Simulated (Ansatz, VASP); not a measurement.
## One calculation of HfC3, two programs

INCAR

```
  PREC = Accurate
  ENCUT = 600
  EDIFF = 1E-6
  ISMEAR = 0
  SIGMA = 0.1
  LREAL = F
  LASPH = T
  NELM = 100
  ALGO = Normal
  ISIF = 3
  LWAVE = F
  LCHARG = F
  GGA = PE
  IBRION = 2
  NSW = 90
  EDIFFG = -0.04
```

File KPOINTS:

```
Automatic mesh
0
Gamma
  6 6 6
```

POSCAR

```
HfC3
1.0
    3.4570425756      0.0000000000      0.0000000000
    0.0000000000      3.4570425756      0.0000000000
    0.0000000000      0.0000000000      3.4570425756
Hf C
1 3
Direct
    0.0000000000      0.0000000000      0.0000000000
    0.0000000000      0.5000000000      0.5000000000
    0.5000000000      0.0000000000      0.5000000000
    0.5000000000      0.5000000000      0.0000000000
```

Input for Ansatz:

```yaml
crystal:
  lattice:
    - [3.4570425756, 0.0, 0.0]
    - [0.0, 3.4570425756, 0.0]
    - [0.0, 0.0, 3.4570425756]
  atoms:
    - { symbol: Hf, position: [0.0, 0.0, 0.0] }
    - { symbol: C, position: [0.0, 0.5, 0.5] }
    - { symbol: C, position: [0.5, 0.0, 0.5] }
    - { symbol: C, position: [0.5, 0.5, 0.0] }
basis:
  ecutwfc: 420
kpoints:
  mp_grid: { grid: [6, 6, 6] }
hamiltonian:
  xc: pbe
scf:
  occupations: { method: gaussian, width: 0.1 }
  lower_state_search: "off"
output:
  forces: true
  stress: true
  eigenvalues: true
relax:
  adjacent_minimum: "off"
  f_tol: 0.04
  max_steps: 70
  cell: { stress_tol: 0.4 }
```

Alike in both runs: task relaxation of cell and atoms; functional PBE; k mesh 6 × 6 × 6; occupations gaussian, width 0.1 eV; no spin polarisation.

```csv
,VASP,Ansatz
version,VASP 6.6.1,Ansatz 0.2.0
potentials or method,"VASP PAW PBE potentials, release 64 (Hf_pv, C), cutoff 600 eV","scalar-relativistic, plane waves, PAW"
valence electrons in the cell,22,38
```

|  | VASP | Ansatz | Ansatz less VASP |
| --- | --- | --- | --- |
| gap on the k mesh at the Fermi level, each at its own relaxed structure (eV) | none | none | - |
| relaxed volume (Å³/atom) | 9.53 | 9.60 | +0.067 |
| relaxed length of the cell vector where the two differ most in proportion (Å) | 3.366 | 3.373 | +0.0079 |

A gap of «none» marks a metal or a gap that the smearing closes. VASP's potentials hold 22 valence electrons a cell and Ansatz's 38, so a difference there can come from the potentials and not from the codes.

Spin-orbit coupling is off throughout.
